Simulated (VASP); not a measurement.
# PbI2 (P-3m1) in VASP: further runs

The runs below take PbI2 through single point, with r2SCAN.

Program: VASP 6.6.1. These are calculated values, not measurements. Logs are shortened: lines on timing, memory, paths and dates and some standing lists are left out, and cuts for length are marked.

## (1) The cell of the first run

It takes space group P-3m1 (No. 164, trigonal). Conventional cell: a = 4.809 Å, b = 4.809 Å, c = 6.261 Å, α = 90.00°, β = 90.00°, γ = 120.00°. Within 4.3 Å of Pb (site symmetry -3m) lie 6 I at 3.23 Å. Within 4.4 Å of I (site symmetry 3m) lie 3 Pb at 3.23 Å and 6 I at 4.05 to 4.33 Å.

## (2) Single point, r2SCAN

Input file POSCAR:

```
PbI2
1.0
    4.8085660186      0.0000000000      0.0000000000
   -2.4042830093      4.1643403278      0.0000000000
    0.0000000000      0.0000000000      6.2605814987
Pb I
1 2
Direct
    0.0000000000      0.0000000000      0.0000000000
    0.3333333333      0.6666666667      0.2650000000
    0.6666666667      0.3333333333      0.7350000000
```

Input file INCAR.step1:

```
ALGO = Normal
EDIFF = 1E-5
ENCUT = 550
GGA = PE
GGA_COMPAT = False
ISMEAR = 0
LASPH = True
LCHARG = False
LREAL = False
LWAVE = True
NBANDS = 21
NELM = 120
PREC = Accurate
SIGMA = 0.05
```

Input file INCAR.step2:

```
ALGO = Normal
EDIFF = 1E-6
ENCUT = 550
GGA_COMPAT = False
ISIF = 2
ISMEAR = 0
ISTART = 1
LASPH = True
LCHARG = False
LMIXTAU = True
LREAL = False
LWAVE = False
METAGGA = R2SCAN
NBANDS = 21
NELM = 120
PREC = Accurate
SIGMA = 0.05
```

Input file KPOINTS:

```
k-points
0
Gamma
  6 6 4
```

Potentials or basis: VASP PAW PBE potentials, release 64 (Pb_d, I).

The run is started by

```
cat potpaw_PBE.64/Pb_d/POTCAR potpaw_PBE.64/I/POTCAR > POTCAR
cp INCAR.step1 INCAR
mpirun -np 1 vasp_std > vasp.out
cp INCAR.step2 INCAR
mpirun -np 1 vasp_std > vasp.out
```

OUTCAR:

```text
EDIFF = 1E-6
   ENCUT = 550
   ISIF = 2
   ISMEAR = 0
   ISTART = 1
   LASPH = True
   LREAL = False
   METAGGA = R2SCAN
   NELM = 120
   PREC = Accurate

 ion  position               nearest neighbor table
   1  0.000  0.000  0.000-   2 3.23   3 3.23   2 3.23   3 3.23   3 3.23   2 3.23
   2  0.333  0.667  0.265-   1 3.23   1 3.23   1 3.23
   3  0.667  0.333  0.735-   1 3.23   1 3.23   1 3.23

  LATTYP: Found a hexagonal cell.
 ALAT       =     4.8085660186
 C/A-ratio  =     1.3019643433

  Lattice vectors:

 A1 = (   4.8085660186,   0.0000000000,   0.0000000000)
 A2 = (  -2.4042830093,   4.1643403278,   0.0000000000)
 A3 = (   0.0000000000,   0.0000000000,   6.2605814987)

Analysis of symmetry for initial positions (statically):
=====================================================================
 Subroutine PRICEL returns:
 Original cell was already a primitive cell.

 Routine SETGRP: Setting up the symmetry group for a
 hexagonal supercell.

 Subroutine GETGRP returns: Found 12 space group operations
 (whereof 12 operations were pure point group operations)
 out of a pool of 24 trial point group operations.

The static configuration has the point symmetry D_3d.

Analysis of symmetry for dynamics (positions and initial velocities):
=====================================================================
 Subroutine PRICEL returns:
 Original cell was already a primitive cell.

 Routine SETGRP: Setting up the symmetry group for a
 hexagonal supercell.

 Subroutine GETGRP returns: Found 12 space group operations
 (whereof 12 operations were pure point group operations)
 out of a pool of 24 trial point group operations.

The dynamic configuration has the point symmetry D_3d.

 Subroutine INISYM returns: Found 12 space group operations
 (whereof 12 operations are pure point group operations),
 and found     1 'primitive' translations

----------------------------------------------------------------------------------------

                                     Primitive cell

  volume of cell :     125.3650

  direct lattice vectors                    reciprocal lattice vectors
     4.808566019  0.000000000  0.000000000     0.207962207  0.120067036  0.000000000
    -2.404283009  4.164340328  0.000000000     0.000000000  0.240134072  0.000000000
     0.000000000  0.000000000  6.260581499     0.000000000  0.000000000  0.159729571

  length of vectors
     4.808566019  4.808566019  6.260581499     0.240134072  0.240134072  0.159729571

  position of ions in fractional coordinates (direct lattice)
     0.000000000  0.000000000  0.000000000
     0.333333333  0.666666667  0.265000000
     0.666666667  0.333333333  0.735000000

  ion indices of the primitive-cell ions
   primitive index   ion index
                 1           1
                 2           2
                 3           3

----------------------------------------------------------------------------------------

 KPOINTS: k-points

Automatic generation of k-mesh.
 Grid dimensions read from file:
 generate k-points for:    6    6    4

 Generating k-lattice:

  Cartesian coordinates                     Fractional coordinates (reciprocal lattice)
     0.034660368  0.020011173  0.000000000     0.166666667  0.000000000  0.000000000
     0.000000000  0.040022345  0.000000000     0.000000000  0.166666667  0.000000000
     0.000000000  0.000000000  0.039932393     0.000000000  0.000000000  0.250000000

  Length of vectors
     0.040022345  0.040022345  0.039932393

  Shift w.r.t. Gamma in fractional coordinates (k-lattice)
     0.000000000  0.000000000  0.000000000

 Subroutine IBZKPT returns following result:
 ===========================================

 Found     24 irreducible k-points:

 Following reciprocal coordinates:
            Coordinates               Weight
  0.000000  0.000000  0.000000      1.000000
  0.166667  0.000000  0.000000      6.000000
  0.333333  0.000000  0.000000      6.000000
  0.500000 -0.000000  0.000000      3.000000
  0.166667  0.166667  0.000000      6.000000
  0.333333  0.166667  0.000000     12.000000
[... 16 lines left out ...]
  0.333333  0.166667  0.500000     12.000000
  0.333333  0.333333  0.500000      2.000000
   k-points           NKPTS =     24   k-points in BZ     NKDIM =     24   number of bands    NBANDS=     21
   number of dos      NEDOS =    301   number of ions     NIONS =      3
   total plane-waves  NPLWV =  76800
   dimension x,y,z NGX =    40 NGY =   40 NGZ =   48
   dimension x,y,z NGXF=    80 NGYF=   80 NGZF=   96
   ions per type =               1   2
   NGX,Y,Z   is equivalent  to a cutoff of  13.83, 13.83, 12.75 a.u.
   NGXF,Y,Z  is equivalent  to a cutoff of  27.66, 27.66, 25.49 a.u.
 SYSTEM =  unknown system
   PREC   = accura    normal or accurate (medium, high low for compatibility)
   ISTART =      1    job   : 0-new  1-cont  2-samecut
   ICHARG =      0    charge: 1-file 2-atom 10-const
   ISPIN  =      1    spin polarized calculation?
   LNONCOLLINEAR =      F non collinear calculations
   LSORBIT =      F    spin-orbit coupling
   LASPH  =      T    aspherical Exc in radial PAW
   ENCUT  =  550.0 eV  40.42 Ry    6.36 a.u.   9.20  9.20 11.97*2*pi/ulx,y,z
   NELM   =    120;   NELMIN=  2; NELMDL=  0     # of ELM steps
   EDIFF  = 0.1E-05   stopping-criterion for ELM
   LREAL  =      F    real-space projection
   EDIFFG = 0.1E-04   stopping-criterion for IOM
   NSW    =      0    number of steps for IOM
   IBRION =     -1    ionic relax: 0-MD 1-quasi-New 2-CG
   NFREE  =      0    steps in history (QN), initial steepest desc. (CG)
   ISIF   =      2    stress and relaxation
   ISYM   =      2    0-nonsym 1-usesym 2-fastsym
   POTIM  = 0.5000    time-step for ionic-motion
   TEBEG  =    0.0;   TEEND  =   0.0 temperature during run
   PSTRESS=    0.0 pullay stress
   NELECT =      28.0000    total number of electrons
   NUPDOWN=      -1.0000    fix difference up-down
   EMIN   =  10.00;   EMAX   =-10.00  energy-range for DOS
   EFERMI =   0.00;   METHOD = LEGACY
   ISMEAR =     0;   SIGMA  =   0.05  broadening in eV -4-tet -1-fermi 0-gaus
   EFERMI_NEDOS =   21; number of points for ismear=-14 and -15
   IALGO  =     38    algorithm
   IMIX   =      4    mixing-type and parameters
     AMIX     =   0.40;   BMIX     =  1.00
     AMIX_MAG =   1.60;   BMIX_MAG =  1.00
  volume/ion in A,a.u.               =      41.79       282.00
  Fermi-wavevector in a.u.,A,eV,Ry     =   0.993273  1.877014 13.423392  0.986591
  Thomas-Fermi vector in A             =   2.125143
   LORBIT       =      0    0 simple, 1 ext, 2 COOP (PROOUT), +10 PAW based schemes
   METAGGA = R2SCAN    functional components
   LHFCALC =     F    Hartree Fock is set to
   AEXX    =    0.0000 exact exchange contribution
   IVDW    =     0    specifies the selected vdW correction
   LEPSILON=     F    determine dielectric tensor
   LRPA    =     F    only Hartree local field effects (RPA)
 non-spin polarized calculation
 Gauss-broadening in eV      SIGMA  =   0.05
  energy-cutoff  :      550.00
  volume of cell :      125.37
 maximum number of plane-waves:      3696
 NGX is ok and might be reduce to    40

 number of electron      28.0000001 magnetization

 Free energy of the ion-electron system (eV)
  ---------------------------------------------------
  ext. energy  EPLUGINS =         0.00000000
  ---------------------------------------------------
  free energy    TOTEN  =      -107.57694528 eV

  energy without entropy =     -107.57694528  energy(sigma->0) =     -107.57694528

 E-fermi :   2.8376     XC(G=0):  -8.5805

 val. band max:        2.5439847020   @ k =   0.3333   0.3333   0.5000
 cond. band min:       4.6388702710   @ k =   0.0000   0.0000   0.5000
 fundamental gap:      2.0948855690
 Fermi energy:         2.8376065852

 k-point     1 :       0.0000    0.0000    0.0000
  band No.  band energies     occupation
      1     -14.2952      2.00000
      2     -14.2952      2.00000
      3     -14.2947      2.00000
      4     -14.2643      2.00000
      5     -14.2643      2.00000
      6     -10.1448      2.00000
[... 13 lines left out ...]
     20      10.7293      0.00000
     21      10.7293      0.00000

 k-point     2 :       0.1667    0.0000    0.0000
  band No.  band energies     occupation
      1     -14.3042      2.00000
      2     -14.2950      2.00000
      3     -14.2925      2.00000
      4     -14.2649      2.00000
      5     -14.2616      2.00000
      6     -10.0276      2.00000
[... 13 lines left out ...]
     20      10.3084      0.00000
     21      10.5952      0.00000

 k-point     3 :       0.3333    0.0000    0.0000
  band No.  band energies     occupation
      1     -14.3223      2.00000
      2     -14.2952      2.00000
      3     -14.2885      2.00000
      4     -14.2656      2.00000
      5     -14.2556      2.00000
      6      -9.7325      2.00000
[... 13 lines left out ...]
     20      11.0264      0.00000
     21      11.4001      0.00000

 k-point     4 :       0.5000   -0.0000    0.0000
  band No.  band energies     occupation
      1     -14.3314      2.00000
      2     -14.2954      2.00000
      3     -14.2868      2.00000
      4     -14.2657      2.00000
      5     -14.2525      2.00000
      6      -9.5039      2.00000
[... 13 lines left out ...]
     20      11.3479      0.00000
     21      11.9457      0.00000

 k-point     5 :       0.1667    0.1667    0.0000
  band No.  band energies     occupation
      1     -14.3150      2.00000
      2     -14.2978      2.00000
      3     -14.2891      2.00000
      4     -14.2652      2.00000
      5     -14.2580      2.00000
      6      -9.8189      2.00000
[... 13 lines left out ...]
     20      10.8691      0.00000
     21      11.4251      0.00000

 k-point     6 :       0.3333    0.1667    0.0000
  band No.  band energies     occupation
      1     -14.3246      2.00000
      2     -14.3011      2.00000
      3     -14.2864      2.00000
      4     -14.2644      2.00000
      5     -14.2555      2.00000
      6      -9.5208      2.00000
[... 13 lines left out ...]
     20      10.9349      0.00000
     21      12.3324      0.00000

 k-point     7 :       0.3333    0.3333    0.0000
  band No.  band energies     occupation
      1     -14.3145      2.00000
      2     -14.3145      2.00000
      3     -14.2852      2.00000
      4     -14.2602      2.00000
      5     -14.2602      2.00000
      6      -9.3088      2.00000
[... 13 lines left out ...]
     20       9.4709      0.00000
     21      12.4190      0.00000
[... 291 lines left out ...]
      1     -14.3230      2.00000
      2     -14.2953      2.00000
      3     -14.2883      2.00000
      4     -14.2656      2.00000
      5     -14.2556      2.00000
      6      -9.5416      2.00000
[... 13 lines left out ...]
     20      10.9497      0.00000
     21      11.1884      0.00000

 k-point    21 :       0.5000   -0.0000    0.5000
  band No.  band energies     occupation
      1     -14.3322      2.00000
      2     -14.2956      2.00000
      3     -14.2866      2.00000
      4     -14.2656      2.00000
      5     -14.2525      2.00000
      6      -9.3868      2.00000
[... 13 lines left out ...]
     20      11.3832      0.00000
     21      11.4572      0.00000

 k-point    22 :       0.1667    0.1667    0.5000
  band No.  band energies     occupation
      1     -14.3156      2.00000
      2     -14.2979      2.00000
      3     -14.2889      2.00000
      4     -14.2651      2.00000
      5     -14.2580      2.00000
      6      -9.6061      2.00000
[... 13 lines left out ...]
     20      10.8438      0.00000
     21      10.8689      0.00000

 k-point    23 :       0.3333    0.1667    0.5000
  band No.  band energies     occupation
      1     -14.3253      2.00000
      2     -14.3013      2.00000
      3     -14.2862      2.00000
      4     -14.2644      2.00000
      5     -14.2554      2.00000
      6      -9.3992      2.00000
[... 13 lines left out ...]
     20      10.8804      0.00000
     21      11.1932      0.00000

 k-point    24 :       0.3333    0.3333    0.5000
  band No.  band energies     occupation
      1     -14.3150      2.00000
      2     -14.3150      2.00000
      3     -14.2850      2.00000
      4     -14.2601      2.00000
      5     -14.2601      2.00000
      6      -9.2989      2.00000
[... 13 lines left out ...]
     20      10.4526      0.00000
     21      11.1957      0.00000

------------------------ aborting loop because EDIFF is reached ----------------------------------------

  FORCE on cell =-STRESS in cart. coord.  units (eV):
  Direction    XX          YY          ZZ          XY          YZ          ZX
  --------------------------------------------------------------------------------------
  -------------------------------------------------------------------------------------
  Total        0.4263626      0.4263626      1.7748330      0.0000000      0.0000000      0.0000000
  in kB        5.4489555      5.4489555     22.6825362      0.0000000      0.0000000      0.0000000
  external PRESSURE =      11.1934824 kB  Pullay stress =       0.0000000 kB

 VOLUME and BASIS-vectors are now :
 -----------------------------------------------------------------------------
  energy-cutoff  :      550.00
  volume of cell :      125.37
      direct lattice vectors                 reciprocal lattice vectors
     4.808566019  0.000000000  0.000000000     0.207962207  0.120067036  0.000000000
    -2.404283009  4.164340328  0.000000000     0.000000000  0.240134072  0.000000000
     0.000000000  0.000000000  6.260581499     0.000000000  0.000000000  0.159729571

 POSITION                                       TOTAL-FORCE (eV/Angst)
 -----------------------------------------------------------------------------------
      0.00000      0.00000      0.00000        -0.000000      0.000000      0.000000
     -0.00000      2.77623      1.65905        -0.000000      0.000000      0.139355
      2.40428      1.38811      4.60153         0.000000     -0.000000     -0.139355
 -----------------------------------------------------------------------------------
    total drift:                                0.000000      0.000000      0.000000

  FREE ENERGIE OF THE ION-ELECTRON SYSTEM (eV)
  ---------------------------------------------------
  free  energy   TOTEN  =      -107.5769452789 eV

  energy  without entropy=     -107.5769452789  energy(sigma->0) =     -107.57694528
```

Wall time 2.4 min (1 thread of Intel Xeon 6975P-C (Granite Rapids), shared host); peak memory 0.32 GiB.

Results:

| Quantity | Value |
| --- | --- |
| Free energy | -107.5769 eV |
| Pressure | 1.1 GPa |
| Largest force | 0.139 eV/Å |
| Band gap on the k mesh | 2.09 eV (least direct gap 2.45 eV) |

Forces on the atoms (eV/Å):
```
Pb   0.000  0.000  0.000
I    0.000  0.000  0.139
I    0.000  0.000 -0.139
```

Caveat: the PAW data sets were made with another functional, which shifts forces and pressure a little; spin-orbit coupling is left out, which moves the levels of the heavy elements. A k mesh can miss the band edges.

## (3) Single point, r2SCAN

This run uses another cell than the first one, of the same volume but with other edges.

Input file POSCAR:

```
PbI2
1.0
    4.2864208579      0.0000000000      0.0000000000
   -2.1432104290      3.7121493543      0.0000000000
    0.0000000000      0.0000000000      7.8787300482
Pb I
1 2
Direct
    0.0000000000      0.0000000000      0.0000000000
    0.3333333333      0.6666666667      0.2650000000
    0.6666666667      0.3333333333      0.7350000000
```

Input file INCAR.step1:

```
  ALGO = Normal
  EDIFF = 1E-5
  ENCUT = 550
  GGA = PE
  GGA_COMPAT = False
  ISMEAR = 0
  LASPH = True
  LCHARG = False
  LREAL = False
  LWAVE = True
  NBANDS = 21
  NELM = 120
  PREC = Accurate
  SIGMA = 0.05
```

Input file INCAR.step2:

```
  ALGO = Normal
  EDIFF = 1E-6
  ENCUT = 550
  GGA_COMPAT = False
  ISIF = 2
  ISMEAR = 0
  ISTART = 1
  LASPH = True
  LCHARG = False
  LMIXTAU = True
  LREAL = False
  LWAVE = False
  METAGGA = R2SCAN
  NBANDS = 21
  NELM = 120
  PREC = Accurate
  SIGMA = 0.05
```

KPOINTS is that of step 2.

Potentials or basis: VASP PAW PBE potentials, release 64 (Pb_d, I).

The run is started by

```
cat potpaw_PBE.64/Pb_d/POTCAR potpaw_PBE.64/I/POTCAR > POTCAR
cp INCAR.step1 INCAR
mpirun -np 1 vasp_std > vasp.out
cp INCAR.step2 INCAR
mpirun -np 1 vasp_std > vasp.out
```

Run time: 2.2 min. Hardware: 1 thread of Intel Xeon 6975P-C (Granite Rapids), shared host; peak memory 0.33 GiB.

The run converged. Its results:

* Free energy: -107.5388 eV
* Pressure: 1.0 GPa
* Largest force: 0.173 eV/Å
* Band gap on the k mesh: 2.71 eV (least direct gap 3.07 eV)

Forces on the atoms (eV/Å):
```
Pb   0.000  0.000  0.000
I    0.000  0.000 -0.173
I    0.000  0.000  0.173
```

Stress tensor (GPa, compression positive):
```
 2.03  0.00  0.00
 0.00  2.03  0.00
 0.00  0.00 -0.99
```

Levels at points of the mesh, in eV from the valence-band top:
| k point | band 10 | band 11 | band 12 | band 13 | band 14 | band 15 | band 16 | band 17 | band 18 | band 19 |
| --- | --- | --- | --- | --- | --- | --- | --- | --- | --- | --- |
| (0.00, 0.00, 0.00) | -1.02 | -0.81 | -0.81 | -0.68 | -0.68 | 3.34 | 3.86 | 3.86 | 6.85 | 7.10 |
| (0.50, 0.00, 0.00) | -2.83 | -2.03 | -1.85 | -0.93 | -0.77 | 2.93 | 3.75 | 3.91 | 5.30 | 8.03 |
| (0.00, 0.00, 0.50) | -0.89 | -0.89 | -0.60 | -0.60 | 0.00 | 3.07 | 3.79 | 3.79 | 6.64 | 7.95 |
| (0.50, 0.00, 0.50) | -2.39 | -1.73 | -1.55 | -1.42 | -1.11 | 2.71 | 3.79 | 3.98 | 5.62 | 7.44 |

Caveat: the PAW data sets were made with another functional, which shifts forces and pressure a little; spin-orbit coupling is left out, which moves the levels of the heavy elements. A k mesh can miss the band edges.
